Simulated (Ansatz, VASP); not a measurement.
**CaO: VASP beside Ansatz**

```
Ca O
1.0
     0.00000    2.40356    2.40356
     2.40356    0.00000    2.40356
     2.40356    2.40356    0.00000
Ca O
1 1
Direct
  0.00000 0.00000 0.00000
  0.50000 0.50000 0.50000
```

Alike in both runs: task relaxation of cell and atoms; functional RPBE; dispersion D4; k mesh 10 × 10 × 10; occupations fermi-dirac, width 0.05 eV; no spin polarisation.

|  | VASP | Ansatz |
| --- | --- | --- |
| version | VASP 6.6.1 | Ansatz 0.2.0 |
| potentials or method | VASP PAW PBE potentials, release 64 (Ca_sv, O) | Ansatz PAW |
| plane-wave cutoff (eV) | 600 | 420 |
| valence electrons in the cell | 16 | 16 |

```tsv
	VASP	Ansatz	Ansatz less VASP
relaxed volume (Å³/atom)	14.13	14.06	-0.064
relaxed length of the cell vector where the two differ most in proportion (Å)	3.419	3.414	-0.0052
```

VASP's potentials were made for PBE, not for RPBE.

Noted on Ansatz's run: the plane-wave basis is chosen anew once the cell has moved, so the energies of steps on either side of that aren't comparable.
